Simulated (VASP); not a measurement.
# TiSb (P6_3/mmc) in VASP: notebook, part 2 of 2

VASP 6.6.1. Earlier steps stand in the parts before.

**4. Electric field gradients, LDA (23.82 Å³/atom)**

This run uses another cell than the first one, of 23.82 Å³/atom.

File INCAR:

```
SYSTEM = TiSb
PREC = Accurate ; ENCUT = 520
EDIFF = 1E-8 ; ISMEAR = -1
SIGMA = 0.03 ; LREAL = .False.
LASPH = .True. ; NELM = 80
ALGO = Normal ; ISIF = 2
LWAVE = .False. ; LCHARG = .False.
LEFG = .True. ; NBANDS = 25
```

File KPOINTS:

```
Automatic mesh
0
Gamma
  12 12 7
  0 0 0
```

File POSCAR:

```
TiSb
1.0
    4.1572960870      0.0000000000      0.0000000000
   -2.0786480435      3.6003240224      0.0000000000
    0.0000000000      0.0000000000      6.3662884298
Ti Sb
2 2
Direct
    0.0000000000      0.0000000000      0.0000000000
    0.0000000000      0.0000000000      0.5000000000
    0.3333333333      0.6666666667      0.2500000000
    0.6666666667      0.3333333333      0.7500000000
```

Potentials or basis: VASP PAW LDA potentials, release 64 (Ti_sv, Sb).

Run with:

```console
$ cat potpaw_LDA.64/Ti_sv/POTCAR potpaw_LDA.64/Sb/POTCAR > POTCAR
$ mpirun -np 1 vasp_std > vasp.out
```

OUTCAR:

```text
SYSTEM = TiSb
   PREC = Accurate
   ENCUT = 520
   EDIFF = 1E-8
   ISMEAR = -1
   LREAL = .False.
   LASPH = .True.
   NELM = 80
   ISIF = 2

 ion  position               nearest neighbor table
   1  0.000  0.000  0.000-   3 2.88   4 2.88   4 2.88   3 2.88   4 2.88   3 2.88
   2  0.000  0.000  0.500-   3 2.88   4 2.88   4 2.88   3 2.88   4 2.88   3 2.88
   3  0.333  0.667  0.250-   1 2.88   2 2.88   1 2.88   2 2.88   1 2.88   2 2.88
   4  0.667  0.333  0.750-   1 2.88   2 2.88   1 2.88   2 2.88   1 2.88   2 2.88

  LATTYP: Found a hexagonal cell.
 ALAT       =     4.1572960870
 C/A-ratio  =     1.5313531431

  Lattice vectors:

 A1 = (   4.1572960870,   0.0000000000,   0.0000000000)
 A2 = (  -2.0786480435,   3.6003240224,   0.0000000000)
 A3 = (   0.0000000000,   0.0000000000,   6.3662884298)

Analysis of symmetry for initial positions (statically):
=====================================================================
 Subroutine PRICEL returns:
 Original cell was already a primitive cell.

 Routine SETGRP: Setting up the symmetry group for a
 hexagonal supercell.

 Subroutine GETGRP returns: Found 24 space group operations
 (whereof 12 operations were pure point group operations)
 out of a pool of 24 trial point group operations.

The static configuration has the point symmetry D_3d.
 The point group associated with its full space group is D_6h.

Analysis of symmetry for dynamics (positions and initial velocities):
=====================================================================
 Subroutine PRICEL returns:
 Original cell was already a primitive cell.

 Routine SETGRP: Setting up the symmetry group for a
 hexagonal supercell.

 Subroutine GETGRP returns: Found 24 space group operations
 (whereof 12 operations were pure point group operations)
 out of a pool of 24 trial point group operations.

The dynamic configuration has the point symmetry D_3d.
 The point group associated with its full space group is D_6h.

 Subroutine INISYM returns: Found 24 space group operations
 (whereof 12 operations are pure point group operations),
 and found     1 'primitive' translations

----------------------------------------------------------------------------------------

                                     Primitive cell

  volume of cell :      95.2881

  direct lattice vectors                    reciprocal lattice vectors
     4.157296087  0.000000000  0.000000000     0.240540962  0.138876389  0.000000000
    -2.078648043  3.600324022  0.000000000     0.000000000  0.277752778  0.000000000
     0.000000000  0.000000000  6.366288430     0.000000000  0.000000000  0.157077395

  length of vectors
     4.157296087  4.157296087  6.366288430     0.277752778  0.277752778  0.157077395

  position of ions in fractional coordinates (direct lattice)
     0.000000000  0.000000000  0.000000000
     0.000000000  0.000000000  0.500000000
     0.333333333  0.666666667  0.250000000
     0.666666667  0.333333333  0.750000000

  ion indices of the primitive-cell ions
   primitive index   ion index
                 1           1
                 2           2
[... 84 lines left out ...]
   PSTRESS=    0.0 pullay stress
   NELECT =      34.0000    total number of electrons
   NUPDOWN=      -1.0000    fix difference up-down
   EMIN   =  10.00;   EMAX   =-10.00  energy-range for DOS
   EFERMI =   0.00;   METHOD = LEGACY
   ISMEAR =    -1;   SIGMA  =   0.03  broadening in eV -4-tet -1-fermi 0-gaus
   EFERMI_NEDOS =   21; number of points for ismear=-14 and -15
   IALGO  =     38    algorithm
   IMIX   =      4    mixing-type and parameters
     AMIX     =   0.40;   BMIX     =  1.00
     AMIX_MAG =   1.60;   BMIX_MAG =  1.00
  volume/ion in A,a.u.               =      23.82       160.76
  Fermi-wavevector in a.u.,A,eV,Ry     =   1.161150  2.194255 18.344306  1.348268
  Thomas-Fermi vector in A             =   2.297725
   LORBIT       =      0    0 simple, 1 ext, 2 COOP (PROOUT), +10 PAW based schemes
   GGA     = CA    functional components
   LHFCALC =     F    Hartree Fock is set to
   AEXX    =    0.0000 exact exchange contribution
   IVDW    =     0    specifies the selected vdW correction
   LEPSILON=     F    determine dielectric tensor
   LRPA    =     F    only Hartree local field effects (RPA)
 non-spin polarized calculation
  energy-cutoff  :      520.00
  volume of cell :       95.29
 maximum number of plane-waves:      2597
 NGX is ok and might be reduce to    32
   NGX = 15   NGY = 15   NGZ = 23

 number of electron      33.9999999 magnetization

 Free energy of the ion-electron system (eV)
  ---------------------------------------------------
  ext. energy  EPLUGINS =         0.00000000
  ---------------------------------------------------
  free energy    TOTEN  =       -28.40258432 eV

  energy without entropy =      -28.38990833  energy(sigma->0) =      -28.39624632

 E-fermi :   7.3990     XC(G=0): -10.4901

 val. band max:        7.3874081566   @ k =   0.3333   0.3333   0.1429
 cond. band min:       7.4017210325   @ k =   0.3333   0.0000   0.4286
 fundamental gap:      0.0143128759
 Fermi energy:         7.3990234593

 k-point     1 :       0.0000    0.0000    0.0000
  band No.  band energies     occupation
      1     -49.4244      2.00000
      2     -49.4103      2.00000
      3     -26.1385      2.00000
      4     -26.1385      2.00000
      5     -26.1220      2.00000
      6     -26.1220      2.00000
[... 661 lines left out ...]
     24       9.5509      0.00000
     25      10.6564      0.00000

 [... further k-points ...]
[... 5 lines left out ...]
  --------------------------------------------------------------------------------------
  -------------------------------------------------------------------------------------
  Total       -6.1947920     -6.1947920     -6.7057091      0.0000000     -0.0000000      0.0000000
  in kB     -104.1593968   -104.1593968   -112.7499704      0.0000000     -0.0000000      0.0000000
  external PRESSURE =    -107.0229213 kB  Pullay stress =       0.0000000 kB

 VOLUME and BASIS-vectors are now :
 -----------------------------------------------------------------------------
  energy-cutoff  :      520.00
  volume of cell :       95.29
      direct lattice vectors                 reciprocal lattice vectors
     4.157296087  0.000000000  0.000000000     0.240540962  0.138876389  0.000000000
    -2.078648043  3.600324022  0.000000000     0.000000000  0.277752778  0.000000000
     0.000000000  0.000000000  6.366288430     0.000000000  0.000000000  0.157077395

 POSITION                                       TOTAL-FORCE (eV/Angst)
 -----------------------------------------------------------------------------------
      0.00000      0.00000      0.00000        -0.000000      0.000000     -0.000000
      0.00000      0.00000      3.18314        -0.000000      0.000000     -0.000000
     -0.00000      2.40022      1.59157        -0.000000      0.000000      0.000000
      2.07865      1.20011      4.77472         0.000000     -0.000000     -0.000000
 -----------------------------------------------------------------------------------
    total drift:                                0.000000     -0.000000      0.000000

  FREE ENERGIE OF THE ION-ELECTRON SYSTEM (eV)
  ---------------------------------------------------
  free  energy   TOTEN  =       -28.4025843185 eV

  energy  without entropy=      -28.3899083286  energy(sigma->0) =      -28.39624632

 Electric field gradients (V/A^2)
---------------------------------------------------------------------
 ion       V_xx      V_yy      V_zz      V_xy      V_xz      V_yz
---------------------------------------------------------------------
   1      24.495    24.495   -48.990     0.000    -0.000     0.000
   2      24.495    24.495   -48.990     0.000     0.000    -0.000
   3     -13.404   -13.404    26.808    -0.000     0.000    -0.000
   4     -13.404   -13.404    26.808    -0.000     0.000    -0.000
---------------------------------------------------------------------

 Electric field gradients after diagonalization (V/A^2)
 (convention: |V_zz| > |V_xx| > |V_yy|)
----------------------------------------------------------------------
 ion       V_xx      V_yy      V_zz     asymmetry (V_yy - V_xx)/ V_zz
----------------------------------------------------------------------
   1      24.495    24.495   -48.990       0.000
   2      24.495    24.495   -48.990       0.000
   3     -13.404   -13.404    26.808       0.000
   4     -13.404   -13.404    26.808       0.000
----------------------------------------------------------------------

           NMR quadrupolar parameters

 Cq : quadrupolar parameter    Cq=e*Q*V_zz/h
 eta: asymmetry parameters     (V_yy - V_xx)/ V_zz
 Q  : nuclear electric quadrupole moment in mb (millibarn)
----------------------------------------------------------------------
 ion       Cq(MHz)       eta       Q (mb)
----------------------------------------------------------------------
   1      -0.118       0.000       1.000
   2      -0.118       0.000       1.000
   3       0.065       0.000       1.000
   4       0.065       0.000       1.000
----------------------------------------------------------------------
```

stdout:

```text
POSCAR found type information on POSCAR TiSb
 POSCAR found :  2 types and       4 ions
 scaLAPACK will be used
 LDA part: xc-table for (Slater(with rela. corr.)+CA(PZ))
 , standard interpolation
 POSCAR, INCAR and KPOINTS ok, starting setup
 FFT: planning ... GRIDC
 FFT: planning ... GRID_SOFT
 FFT: planning ... GRID
 WAVECAR not read
 entering main loop
ion   1

ion   2

ion   3

ion   4
```

Run time: 2.1 min. Hardware: 1 thread of Intel Xeon Platinum 8488C (Sapphire Rapids), shared host; peak memory 0.29 GiB.

Results:

| Property | Result |
| --- | --- |
| Free energy | -28.4026 eV |
| Pressure | -10.7 GPa |
| Band gap on the k mesh | zero (bands 17 and 18 overlap by 0.45 eV) |
| Largest electric field gradient by atom | Ti -49.0; Sb +26.8 V/Å² |

Electric field gradients, principal values (V/Å²):
| atom | least | middle | greatest (by size) |
| --- | --- | --- | --- |
| 1 Ti | 24.495 | 24.495 | -48.990 |
| 2 Ti | 24.495 | 24.495 | -48.990 |
| 3 Sb | -13.404 | -13.404 | 26.808 |
| 4 Sb | -13.404 | -13.404 | 26.808 |

Caveat: the cell stands under tension; without QUAD_EFG the Cq values of the log hold for a quadrupole moment of 1 mb, not for the nuclei; spin-orbit coupling is left out, which moves the levels of the heavy elements.
